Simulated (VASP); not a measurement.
# TaN (Fm-3m) in VASP: a series of runs, part 2 of 2

VASP 6.6.1.

## 4. Single point, PBEsol

This run uses another cell than the first one, of 10.47 Å³/atom, 0.930 times its volume.

INCAR

```
ALGO = Normal ; EDIFF = 1E-6
ENCUT = 520 ; GGA = PS
ISIF = 2 ; ISMEAR = 0
LASPH = True ; LCHARG = True
LELF = True ; LREAL = False
LVHAR = True ; LWAVE = False
NBANDS = 15 ; NELM = 80
PREC = Accurate ; SIGMA = 0.1
```

KPOINTS

```
k-points
0
Gamma
  16 16 16
```

POSCAR

```
TaN
1.0
    0.0000000000      2.1878447014      2.1878447014
    2.1878447014      0.0000000000      2.1878447014
    2.1878447014      2.1878447014      0.0000000000
Ta N
1 1
Direct
    0.5000000000      0.5000000000      0.5000000000
    0.0000000000      0.0000000000      0.0000000000
```

Potentials or basis: VASP PAW PBE potentials, release 64 (Ta_pv, N).

Started as:

```sh
> cat potpaw_PBE.64/Ta_pv/POTCAR potpaw_PBE.64/N/POTCAR > POTCAR
> mpirun -np 1 vasp_std > vasp.out
```

OUTCAR:

```text
EDIFF = 1E-6
   ENCUT = 520
   GGA = PS
   ISIF = 2
   ISMEAR = 0
   LASPH = True
   LREAL = False
   NELM = 80
   PREC = Accurate

 ion  position               nearest neighbor table
   1  0.500  0.500  0.500-   2 2.19   2 2.19   2 2.19   2 2.19   2 2.19   2 2.19
   2  0.000  0.000  0.000-   1 2.19   1 2.19   1 2.19   1 2.19   1 2.19   1 2.19

  LATTYP: Found a face centered cubic cell.
 ALAT       =     4.3756894028

  Lattice vectors:

 A1 = (   0.0000000000,   2.1878447014,   2.1878447014)
 A2 = (   2.1878447014,   0.0000000000,   2.1878447014)
 A3 = (   2.1878447014,   2.1878447014,   0.0000000000)

Analysis of symmetry for initial positions (statically):
=====================================================================
 Subroutine PRICEL returns:
 Original cell was already a primitive cell.

 Routine SETGRP: Setting up the symmetry group for a
 face centered cubic supercell.

 Subroutine GETGRP returns: Found 48 space group operations
[... 9 lines left out ...]

 Routine SETGRP: Setting up the symmetry group for a
 face centered cubic supercell.

 Subroutine GETGRP returns: Found 48 space group operations
[... 11 lines left out ...]
                                     Primitive cell

[... 143 lines left out ...]
 Fermi energy:         9.5382169359

 k-point     1 :       0.0000    0.0000    0.0000
  band No.  band energies     occupation
      1     -26.1275      2.00000
      2     -26.1275      2.00000
      3     -26.1275      2.00000
      4      -9.3841      2.00000
      5       5.7107      2.00000
      6       5.7107      2.00000
      7       5.7107      2.00000
      8       7.3771      2.00000
      9       7.3771      2.00000
     10       7.3771      2.00000
     11       9.5779      0.57503
     12       9.5779      0.57503
     13      11.2223      0.00000
     14      18.9302      0.00000
[... 401 lines left out ...]
      2     -26.1511      2.00000
      3     -26.1297      2.00000
      4      -9.1252      2.00000
      5       4.4754      2.00000
      6       4.7899      2.00000
      7       5.1404      2.00000
      8       7.5555      2.00000
      9       7.7912      2.00000
     10       8.1020      2.00000
     11      10.0198      0.00000
     12      10.8999      0.00000
     13      12.0250      0.00000
     14      19.7130      0.00000
     15      21.9463      0.00000

 [... further k-points ...]
[... 5 lines left out ...]
  --------------------------------------------------------------------------------------
  -------------------------------------------------------------------------------------
  Total        0.1340726      0.1340726      0.1340726      0.0000000      0.0000000      0.0000000
  in kB       10.2558380     10.2558380     10.2558380      0.0000000      0.0000000      0.0000000
  external PRESSURE =      10.2558380 kB  Pullay stress =       0.0000000 kB

 VOLUME and BASIS-vectors are now :
 -----------------------------------------------------------------------------
  energy-cutoff  :      520.00
  volume of cell :       20.94
      direct lattice vectors                 reciprocal lattice vectors
     0.000000000  2.187844701  2.187844701    -0.228535416  0.228535416  0.228535416
     2.187844701  0.000000000  2.187844701     0.228535416 -0.228535416  0.228535416
     2.187844701  2.187844701  0.000000000     0.228535416  0.228535416 -0.228535416

 POSITION                                       TOTAL-FORCE (eV/Angst)
 -----------------------------------------------------------------------------------
      2.18784      2.18784      2.18784         0.000000      0.000000      0.000000
      0.00000      0.00000      0.00000        -0.000000     -0.000000     -0.000000
 -----------------------------------------------------------------------------------
    total drift:                                0.000000     -0.000000     -0.000000

  FREE ENERGIE OF THE ION-ELECTRON SYSTEM (eV)
  ---------------------------------------------------
  free  energy   TOTEN  =       -23.2111359175 eV

  energy  without entropy=      -23.2055167892  energy(sigma->0) =      -23.20832635
```

Wall time 23 s (1 thread of Intel Xeon Platinum 8559C (Emerald Rapids), shared host); peak memory 0.17 GiB.

What came out:

```
Free energy            : -23.2111 eV
Pressure               : 1.0 GPa
Band gap on the k mesh : zero (band 8 reaches 11.50 eV, above the bottom of band 9 at 7.38 eV)
```

Levels at points of the mesh, in eV from the Fermi level:
```tsv
k point	band 6	band 7	band 8	band 9	band 10	band 11
(0.00, 0.00, 0.00)	-3.83	-3.83	-2.16	-2.16	-2.16	0.04
(0.50, 0.00, 0.00)	-7.69	-7.69	1.96	1.96	2.07	3.86
(0.50, 0.50, 0.00)	-5.59	-4.64	-4.64	2.15	3.66	3.66
```

Caveat: the PAW data sets were made with another functional, which shifts forces and pressure a little; spin-orbit coupling is left out, which moves the levels of the heavy elements.

## 5. Single point, PBEsol

This run uses another cell than the first one, of 10.48 Å³/atom, 0.931 times its volume.

INCAR

```
SYSTEM = TaN
PREC = Accurate ; ENCUT = 520
EDIFF = 1E-6 ; ISMEAR = -1
SIGMA = 0.15 ; LREAL = .FALSE.
LASPH = .TRUE. ; NELM = 80
ALGO = Normal ; ISIF = 2
LWAVE = .FALSE. ; LCHARG = .FALSE.
GGA = PS ; NBANDS = 15
```

KPOINTS

```
Automatic mesh
0
G
  16 16 16
  0 0 0
```

POSCAR

```
TaN
1.0
    0.0000000000      2.1884211790      2.1884211790
    2.1884211790      0.0000000000      2.1884211790
    2.1884211790      2.1884211790      0.0000000000
Ta N
1 1
Direct
    0.5000000000      0.5000000000      0.5000000000
    0.0000000000      0.0000000000      0.0000000000
```

Started as:

```sh
> cat potpaw_PBE.64/Ta_pv/POTCAR potpaw_PBE.64/N/POTCAR > POTCAR
> mpirun -np 1 vasp_std > vasp.out
```

It took 20 s on 1 thread of Intel Xeon Platinum 8559C (Emerald Rapids), shared host; peak memory 0.17 GiB.

It converged, with:

| Item | Value |
| --- | --- |
| Free energy | -23.2414 eV |
| Pressure | 1.0 GPa |
| Band gap on the k mesh | zero (band 8 reaches 11.49 eV, above the bottom of band 9 at 7.37 eV) |

Levels at points of the mesh, in eV from the Fermi level:
| k point | band 5 | band 6 | band 7 | band 8 | band 9 | band 10 | band 11 | band 12 |
| --- | --- | --- | --- | --- | --- | --- | --- | --- |
| (0.00, 0.00, 0.00) | -3.83 | -3.83 | -3.83 | -2.16 | -2.16 | -2.16 | 0.04 | 0.04 |
| (0.50, 0.00, 0.00) | -10.51 | -7.68 | -7.68 | 1.96 | 1.96 | 2.06 | 3.86 | 7.72 |
| (0.50, 0.50, 0.00) | -6.65 | -5.59 | -4.64 | -4.64 | 2.15 | 3.66 | 3.66 | 4.73 |

Caveat: the PAW data sets were made with another functional, which shifts forces and pressure a little; spin-orbit coupling is left out, which moves the levels of the heavy elements.

## 6. Summary

| cell | smearing | gap on the mesh (eV) | pressure (GPa) |
| --- | --- | --- | --- |
| a = 3.170 Å, angles 60.0°, 2 atoms | gaussian 0.1 eV | none | -21.4 |
| a = 3.063 Å, angles 60.0°, 2 atoms | fermi-dirac 0.15 eV | none | 13.2 |
| a = 3.094 Å, angles 60.0°, 2 atoms | gaussian 0.1 eV | none | 1.0 |
| a = 3.095 Å, angles 60.0°, 2 atoms | fermi-dirac 0.15 eV | none | 1.0 |

Alike in all rows: task single point; level PBEsol; potentials or basis VASP PAW PBE potentials, release 64 (Ta_pv, N); no spin polarisation; k mesh 16 × 16 × 16; cutoff (eV) 520.

Caveats: the PAW data sets were made with another functional, which shifts forces and pressure a little; spin-orbit coupling is left out, which moves the levels of the heavy elements.

Total energies depend on the potentials used, so only differences within one code and one set of settings carry meaning.
